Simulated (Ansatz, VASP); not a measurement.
Sb in VASP and in Ansatz

Contents of INCAR:

```
SYSTEM = Sb
PREC = Accurate
ENCUT = 520
EDIFF = 1E-6
ISMEAR = 0
SIGMA = 0.15
LREAL = .False.
LASPH = .True.
NELM = 100
ALGO = Normal
ISIF = 2
LWAVE = .False.
LCHARG = .False.
GGA = PS
NBANDS = 12
```

The input KPOINTS:

```
regular mesh
0
Gamma
  12 12 12
  0 0 0
```

POSCAR

```
Sb
1.0
    2.1183413270      1.2230249354      3.7440000000
   -2.1183413270      1.2230249354      3.7440000000
    0.0000000000     -2.4460498707      3.7440000000
Sb
2
Direct
    0.2336400000      0.2336400000      0.2336400000
    0.7663600000      0.7663600000      0.7663600000
```

Input for Ansatz:

```yaml
crystal:
  lattice:
    - [2.118341327, 1.2230249354, 3.744]
    - [-2.118341327, 1.2230249354, 3.744]
    - [0.0, -2.4460498707, 3.744]
  atoms:
    - { symbol: Sb, position: [0.23364, 0.23364, 0.23364] }
    - { symbol: Sb, position: [0.76636, 0.76636, 0.76636] }
basis:
  ecutwfc: 420
kpoints:
  mp_grid: { grid: [12, 12, 12] }
hamiltonian:
  xc: pbesol
scf:
  occupations: { method: gaussian, width: 0.15 }
output:
  forces: true
  stress: true
  eigenvalues: true
```

Change from the starting cell: strain -0.015 along x and y, +0.000 along z, atoms carried along.

Alike in both runs: task single point; functional PBEsol; k mesh 12 × 12 × 12; occupations gaussian, width 0.15 eV; no spin polarisation.

|  | VASP | Ansatz |
| --- | --- | --- |
| version | VASP 6.6.1 | Ansatz 0.2.0 |
| potentials or method | VASP PAW PBE potentials, release 64 (Sb), cutoff 520 eV | scalar-relativistic, plane waves, PAW |
| valence electrons in the cell | 10 | 30 |

```tsv
	VASP	Ansatz	Ansatz less VASP
gap on the k mesh at the Fermi level (eV)	none	none	-
pressure (GPa)	2.7	2.4	-0.25
traceless stress, the component that is largest in VASP (GPa)	-1.00	-0.93	+0.064
rms of the force components (eV/Å)	0.223	0.184	-0.0388
```

VASP's potentials were made for PBE, not for PBEsol. Atom by atom the forces differ by 0.039 eV/Å (rms over components). A gap of «none» marks a metal or a gap that the smearing closes. VASP's potentials hold 10 valence electrons a cell and Ansatz's 30, so a difference there can come from the potentials and not from the codes.

Neither program's run includes spin-orbit coupling.
